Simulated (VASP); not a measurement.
Ta3BN3: single point with PBE

Crystal: Ta3BN3.

```
Ta B N
1.0
     4.35205    0.00002    0.00001
     0.00002    4.35202    0.00000
     0.00001    0.00000    4.35201
Ta B N
3 1 3
Cartesian
  2.1760 0.0001 0.0001
  0.0000 2.1760 4.3520
  -0.0001 0.0000 2.1760
  0.0000 0.0000 0.0000
  0.0000 2.1760 2.1760
  2.1761 0.0000 2.1760
  2.1760 2.1760 0.0000
```

```json
{
  "Program": "VASP 6.6.1",
  "Task": "single point",
  "Functional": "PBE",
  "Potentials or basis": "VASP PAW PBE potentials, release 64 (Ta_pv, B, N)",
  "Cutoff": "520 eV",
  "k mesh": "6 × 6 × 6",
  "Occupations": "gaussian, width 0.2 eV",
  "Spin": "no spin polarisation",
  "Dipole correction": "no",
  "Further INCAR settings": "ALGO = Normal; EDIFF = 1e-06; NBANDS = 34"
}
```

```yaml
Pressure: 0.5 GPa
Band_gap_on_the_k_mesh: zero (an odd number of electrons rules out a gap without spin polarisation)
```

Levels at points of the mesh, in eV from the Fermi level:
```tsv
k point	band 21	band 22	band 23	band 24	band 25	band 26	band 27	band 28	band 29	band 30
(0.00, 0.00, 0.00)	-1.67	-1.67	-0.57	-0.57	-0.57	1.01	1.01	1.01	1.73	1.73
(0.50, 0.00, 0.00)	-2.45	-1.71	-1.71	-1.49	-1.12	-1.12	0.89	2.26	2.26	2.59
(0.00, 0.50, 0.00)	-2.45	-1.71	-1.71	-1.49	-1.12	-1.12	0.89	2.26	2.26	2.59
(0.50, 0.50, 0.00)	-3.56	-3.43	-3.33	-3.33	0.08	2.09	2.57	2.57	2.88	3.95
(0.50, 0.00, 0.50)	-3.56	-3.43	-3.33	-3.33	0.08	2.09	2.57	2.57	2.88	3.95
(0.50, 0.50, 0.50)	-4.09	-4.09	-4.09	-0.84	-0.84	3.64	3.64	3.64	4.67	4.67
```

Run time: 6.2 min on 1 thread of AMD EPYC 7571, with other jobs on the host, peak memory 0.26 GiB.

Caveat: spin-orbit coupling is left out, which moves the levels of the heavy elements; an odd number of electrons without spin polarisation forces a metal; a magnetic or distorted state may lie lower.
